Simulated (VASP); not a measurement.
# SiC in VASP: relaxation of cell and atoms with LDA

Aim: the relaxation of cell and atoms of SiC with LDA.

Everything below comes from runs of VASP 6.6.1. Logs are shortened: lines on timing, memory, paths and dates and some standing lists are left out, and cuts for length are marked.

### Step 1. The cell of the first run

The typed cell holds 12 atoms: a = 3.060 Å, b = 3.060 Å, c = 15.013 Å, α = 90.00°, β = 90.00°, γ = 120.01°.

### Step 2. Relaxation of cell and atoms, LDA

INCAR reads:

```
PREC = Accurate ; ENCUT = 600
EDIFF = 1E-6 ; ISMEAR = 0
SIGMA = 0.02 ; LREAL = False
LASPH = True ; NELM = 80
ALGO = Normal ; ISIF = 3
LWAVE = False ; LCHARG = False
GGA = CA ; IBRION = 2
NSW = 100 ; EDIFFG = -0.002
```

KPOINTS reads:

```
Automatic mesh
0
Gamma
  12 12 2
```

POSCAR reads:

```
SiC
1.0
    1.5296779874     -2.6500996392      0.0000000000
    1.5296779874      2.6500996392      0.0000000000
    0.0000000000      0.0000000000     15.0134834796
Si C
6 6
Direct
    0.1666929219      0.8333070781      0.8576113617
    0.8333070781      0.1666929219      0.3576113617
    0.4999465014      0.5000534986      0.5245340690
    0.5000534986      0.4999465014      0.0245340690
    0.8333252761      0.1666747239      0.6912529383
    0.1666747239      0.8333252761      0.1912529383
    0.5000047038      0.4999952962      0.6498740768
    0.4999952962      0.5000047038      0.1498740768
    0.1667181222      0.8332818778      0.9826600390
    0.8332818778      0.1667181222      0.4826600390
    0.8333636573      0.1666363427      0.8162075151
    0.1666363427      0.8333636573      0.3162075151
```

Potentials or basis: VASP PAW LDA potentials, release 64 (Si, C).

On the command line:

```
cat potpaw_LDA.64/Si/POTCAR potpaw_LDA.64/C/POTCAR > POTCAR
mpirun -np 1 vasp_std > vasp.out
```

OUTCAR:

```text
PREC = Accurate
   ENCUT = 600
   EDIFF = 1E-6
   ISMEAR = 0
   LREAL = False
   LASPH = True
   NELM = 80
   ISIF = 3
   GGA = CA
   IBRION = 2
   NSW = 100
   EDIFFG = -0.002

 ion  position               nearest neighbor table
   1  0.167  0.833  0.858-  11 1.87  11 1.87  11 1.87   9 1.88   5 3.06   5 3.06   5 3.06   4 3.07
                             4 3.07   4 3.07
   2  0.833  0.167  0.358-  12 1.87  12 1.87  12 1.87  10 1.88   6 3.06   6 3.06   6 3.06   3 3.07
                             3 3.07   3 3.07
   3  0.500  0.500  0.525-  10 1.87  10 1.87  10 1.88   7 1.88   5 3.06   5 3.06   5 3.06   2 3.07
                             2 3.07   2 3.07
   4  0.500  0.500  0.025-   9 1.87   9 1.87   9 1.88   8 1.88   6 3.06   6 3.06   6 3.06   1 3.07
                             1 3.07   1 3.07
   5  0.833  0.167  0.691-   7 1.87   7 1.87   7 1.87  11 1.88   1 3.06   1 3.06   1 3.06   3 3.06
                             3 3.06   3 3.06
   6  0.167  0.833  0.191-   8 1.87   8 1.87   8 1.87  12 1.88   2 3.06   2 3.06   2 3.06   4 3.06
                             4 3.06   4 3.06
   7  0.500  0.500  0.650-   5 1.87   5 1.87   5 1.87   3 1.88
   8  0.500  0.500  0.150-   6 1.87   6 1.87   6 1.87   4 1.88
   9  0.167  0.833  0.983-   4 1.87   4 1.87   4 1.88   1 1.88
  10  0.833  0.167  0.483-   3 1.87   3 1.87   3 1.88   2 1.88
  11  0.833  0.167  0.816-   1 1.87   1 1.87   1 1.87   5 1.88
  12  0.167  0.833  0.316-   2 1.87   2 1.87   2 1.87   6 1.88

  LATTYP: Found a base centered orthorhombic cell.
 ALAT       =     3.0593559748
 B/A-ratio  =     1.7324558901
 C/A-ratio  =     4.9073999898

  Lattice vectors:

 A1 = (   1.5296779874,  -2.6500996392,   0.0000000000)
 A2 = (   1.5296779874,   2.6500996392,   0.0000000000)
 A3 = (   0.0000000000,   0.0000000000,  15.0134834796)

Analysis of symmetry for initial positions (statically):
=====================================================================
 Subroutine PRICEL returns:
 Original cell was already a primitive cell.

 Routine SETGRP: Setting up the symmetry group for a
 base centered orthorhombic supercell.

 Subroutine GETGRP returns: Found  4 space group operations
 (whereof  2 operations were pure point group operations)
 out of a pool of  8 trial point group operations.

The static configuration has the point symmetry C_1h.
 The point group associated with its full space group is C_2v.

Analysis of symmetry for dynamics (positions and initial velocities):
=====================================================================
 Subroutine PRICEL returns:
 Original cell was already a primitive cell.
[... 133 lines left out ...]
   IBRION =      2    ionic relax: 0-MD 1-quasi-New 2-CG
   NFREE  =      1    steps in history (QN), initial steepest desc. (CG)
   ISIF   =      3    stress and relaxation
   ISYM   =      2    0-nonsym 1-usesym 2-fastsym
   POTIM  = 0.5000    time-step for ionic-motion
   TEBEG  =    0.0;   TEEND  =   0.0 temperature during run
   PSTRESS=    0.0 pullay stress
   NELECT =      48.0000    total number of electrons
   NUPDOWN=      -1.0000    fix difference up-down
   EMIN   =  10.00;   EMAX   =-10.00  energy-range for DOS
   EFERMI =   0.00;   METHOD = LEGACY
   ISMEAR =     0;   SIGMA  =   0.02  broadening in eV -4-tet -1-fermi 0-gaus
   EFERMI_NEDOS =   21; number of points for ismear=-14 and -15
   IALGO  =     38    algorithm
   IMIX   =      4    mixing-type and parameters
     AMIX     =   0.40;   BMIX     =  1.00
     AMIX_MAG =   1.60;   BMIX_MAG =  1.00
  volume/ion in A,a.u.               =      10.14        68.45
  Fermi-wavevector in a.u.,A,eV,Ry     =   1.200505  2.268626 19.608887  1.441213
  Thomas-Fermi vector in A             =   2.336339
   LORBIT       =      0    0 simple, 1 ext, 2 COOP (PROOUT), +10 PAW based schemes
   GGA     = CA    functional components
   LHFCALC =     F    Hartree Fock is set to
   AEXX    =    0.0000 exact exchange contribution
   IVDW    =     0    specifies the selected vdW correction
   LEPSILON=     F    determine dielectric tensor
   LRPA    =     F    only Hartree local field effects (RPA)
 conjugate gradient relaxation of ions
 non-spin polarized calculation
 Gauss-broadening in eV      SIGMA  =   0.02
  energy-cutoff  :      600.00
  volume of cell :      121.72
 maximum number of plane-waves:      4102
   NGX = 13   NGY = 13   NGZ = 59

--------------------------------------- Ionic step        1  -------------------------------------------

 number of electron      47.9999998 magnetization

 Free energy of the ion-electron system (eV)
  ---------------------------------------------------
  ext. energy  EPLUGINS =         0.00000000
  ---------------------------------------------------
  free energy    TOTEN  =       -99.88185482 eV

  energy without entropy =      -99.88185482  energy(sigma->0) =      -99.88185482

------------------------ aborting loop because EDIFF is reached ----------------------------------------

  FORCE on cell =-STRESS in cart. coord.  units (eV):
  Direction    XX          YY          ZZ          XY          YZ          ZX
  --------------------------------------------------------------------------------------
  -------------------------------------------------------------------------------------
  Total        0.1481167      0.0660131      0.0914098      0.0000000      0.0000000      0.0000000
  in kB        1.9495794      0.8688940      1.2031777      0.0000000      0.0000000      0.0000000
  external PRESSURE =       1.3405504 kB  Pullay stress =       0.0000000 kB
[... 263 lines left out ...]
--------------------------------------- Ionic step        7  -------------------------------------------

 number of electron      47.9999999 magnetization

 Free energy of the ion-electron system (eV)
  ---------------------------------------------------
  ext. energy  EPLUGINS =         0.00000000
  ---------------------------------------------------
  free energy    TOTEN  =       -99.88198864 eV

  energy without entropy =      -99.88198864  energy(sigma->0) =      -99.88198864

 E-fermi :   8.4386     XC(G=0): -11.6363

 val. band max:        8.3263760966   @ k =   0.0000   0.0000   0.0000
 cond. band min:      10.2925874657   @ k =   0.5000   0.0000   0.0000
 fundamental gap:      1.9662113692
 Fermi energy:         8.4385925501

 k-point     1 :       0.0000    0.0000    0.0000
  band No.  band energies     occupation
      1      -7.1927      2.00000
      2      -6.6612      2.00000
      3      -6.6253      2.00000
      4      -5.0943      2.00000
      5      -5.0658      2.00000
      6      -3.5023      2.00000
[... 805 lines left out ...]
     30      14.6608      0.00000
     31      14.8295      0.00000

 [... further k-points ...]
[... 5 lines left out ...]
  --------------------------------------------------------------------------------------
  -------------------------------------------------------------------------------------
  Total        0.0009228      0.0022213      0.0015111      0.0000000      0.0000000      0.0000000
  in kB        0.0121394      0.0292207      0.0198789      0.0000000      0.0000000      0.0000000
  external PRESSURE =       0.0204130 kB  Pullay stress =       0.0000000 kB
[... 27 lines left out ...]
  FREE ENERGIE OF THE ION-ELECTRON SYSTEM (eV)
  ---------------------------------------------------
  free  energy   TOTEN  =       -99.8819886361 eV

  energy  without entropy=      -99.8819886361  energy(sigma->0) =      -99.88198864

 reached required accuracy - stopping structural energy minimisation
```

OSZICAR:

```text
N       E                     dE             d eps       ncg     rms          rms(c)
DAV:   1     0.147852249797E+03    0.14785E+03   -0.24300E+04  5332   0.157E+03
DAV:   2    -0.993730623337E+02   -0.24723E+03   -0.23587E+03  7167   0.244E+02
[... 36 lines left out ...]
       N       E                     dE             d eps       ncg     rms          rms(c)
DAV:   1    -0.998819884921E+02    0.46284E-07   -0.12645E-06  3290   0.710E-03    0.114E-03
DAV:   2    -0.998819884846E+02    0.74979E-08   -0.86208E-08  2799   0.211E-03
   6 F= -.99881988E+02 E0= -.99881988E+02  d E =-.144817E-04
       N       E                     dE             d eps       ncg     rms          rms(c)
DAV:   1    -0.998819886562E+02   -0.16414E-06   -0.22420E-05  5619   0.286E-02    0.265E-03
DAV:   2    -0.998819886361E+02    0.20085E-07   -0.13201E-06  4374   0.702E-03
   7 F= -.99881989E+02 E0= -.99881989E+02  d E =-.151555E-06
```

Wall time 22 min (1 thread of Oxide Virtual Turin-like, shared host); peak memory 0.37 GiB.

What came out:

* Free energy: -99.8820 eV
* Relaxed volume: 10.15 Å³/atom
* Relaxed cell: a = 3.060 Å, b = 3.060 Å, c = 15.016 Å, α = 90.00°, β = 90.00°, γ = 120.00°
* Space group after relaxing (to 0.1 Å): P6_3mc (No. 186)
* Energy gained by relaxing: 0.0 meV/atom
* Ionic steps: 7
* Pressure after relaxing: 0.0 GPa
* Band gap on the k mesh: 1.97 eV (least direct gap 3.07 eV)

The path:
| step | energy change (eV) | largest force (eV/Å) | pressure (GPa) | volume (Å³) |
| --- | --- | --- | --- | --- |
| 1 | 0.0000 | 0.0450 | 0.13 | 121.72 |
| 2 | 0.0000 | 0.0370 | -0.14 | 121.87 |
| 3 | -0.0001 | 0.0136 | -0.01 | 121.80 |
| 4 | -0.0001 | 0.0131 | -0.01 | 121.80 |
| 5 | -0.0001 | 0.0028 | -0.01 | 121.80 |
| 6 | -0.0001 | 0.0026 | -0.01 | 121.80 |
| 7 | -0.0001 | 0.0017 | 0.00 | 121.79 |

Final structure:
```cif
data_structure
_symmetry_space_group_name_H-M 'P 1'
_symmetry_Int_Tables_number 1
_cell_length_a 3.0603
_cell_length_b 3.0603
_cell_length_c 15.0161
_cell_angle_alpha 90.000
_cell_angle_beta 90.000
_cell_angle_gamma 120.000
_cell_volume 121.79
loop_
_atom_site_label
_atom_site_type_symbol
_atom_site_fract_x
_atom_site_fract_y
_atom_site_fract_z
_atom_site_occupancy
Si1 Si 0.16669 0.83331 0.85771 1
Si2 Si 0.83331 0.16669 0.35771 1
Si3 Si 0.49996 0.50004 0.52448 1
Si4 Si 0.50004 0.49996 0.02448 1
Si5 Si 0.83333 0.16667 0.69122 1
Si6 Si 0.16667 0.83333 0.19122 1
C1 C 0.50000 0.50000 0.64984 1
C2 C 0.50000 0.50000 0.14984 1
C3 C 0.16671 0.83329 0.98269 1
C4 C 0.83329 0.16671 0.48269 1
C5 C 0.83336 0.16664 0.81620 1
C6 C 0.16664 0.83336 0.31620 1
```

A k mesh can miss the band edges.
